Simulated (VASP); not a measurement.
Set up this calculation in VASP 6.6.1, as the native input.

```yaml
Task: single point
Functional: PBE
Potentials_or_basis: VASP PAW PBE potentials, release 64 (C)
Cutoff: 520 eV
k_mesh: 6 × 6 × 6
Occupations: gaussian, width 0.05 eV
Spin: no spin polarisation
Dipole_correction: no
Further_INCAR_settings: LREAL = Auto; ALGO = Normal; EDIFF = 1e-07; NBANDS = 43
```

The structure of C (a cell with a defect) lies in POSCAR:

```
C
1.0
    3.5715485858      0.0000000000     -3.5715485858
    0.0000000000      3.5715485858     -3.5715485858
    3.5715485858      3.5715485858      0.0000000000
C
15
Direct
    0.2500000000      0.2500000000      0.2500000000
    0.2500000000      0.7500000000      0.7500000000
    0.2500000000      0.7500000000      0.2500000000
    0.7500000000      0.2500000000      0.7500000000
    0.7500000000      0.2500000000      0.2500000000
    0.7500000000      0.7500000000      0.7500000000
    0.7500000000      0.7500000000      0.2500000000
    0.1250000000      0.1250000000      0.1250000000
    0.1250000000      0.1250000000      0.6250000000
    0.1250000000      0.6250000000      0.1250000000
    0.0449860239      0.6250000000      0.6650069881
    0.6250000000      0.1250000000      0.1250000000
    0.6250000000      0.1250000000      0.6250000000
    0.6250000000      0.6250000000      0.1250000000
    0.6250000000      0.6250000000      0.6250000000
```

This cell differs from its parent crystal: atoms taken out, atom 11 moved 0.000 of the way to it and +0.350 Å across, host rigid.

The input as run:

INCAR

```
SYSTEM = C
ALGO = Normal ; EDIFF = 1E-7
ENCUT = 520 ; GGA = PE
ISIF = 2 ; ISMEAR = 0
LASPH = .True. ; LCHARG = .True.
LELF = .True. ; LREAL = Auto
LVHAR = .True. ; LWAVE = .False.
NBANDS = 43 ; NELM = 80
PREC = Accurate ; SIGMA = 0.05
```

KPOINTS

```
k-points
0
Gamma
  6 6 6
  0 0 0
```

Potentials or basis: VASP PAW PBE potentials, release 64 (C).

Launch:

```bash
$ cat potpaw_PBE.64/C/POTCAR > POTCAR
$ mpirun -np 1 vasp_std > vasp.out
```

It gave:

```yaml
Pressure: 3.7 GPa
Largest_force: 19.582 eV/Å
Band_gap_on_the_k_mesh: zero (bands 30 and 31 overlap by 1.59 eV)
```

Caveat: the cell differs from its parent crystal (atoms taken out, atom 11 moved 0.000 of the way to it and +0.350 Å across, host rigid).

It took 20 min on 1 thread of Intel Xeon 8259CL, on a shared host, peak memory 0.33 GiB.
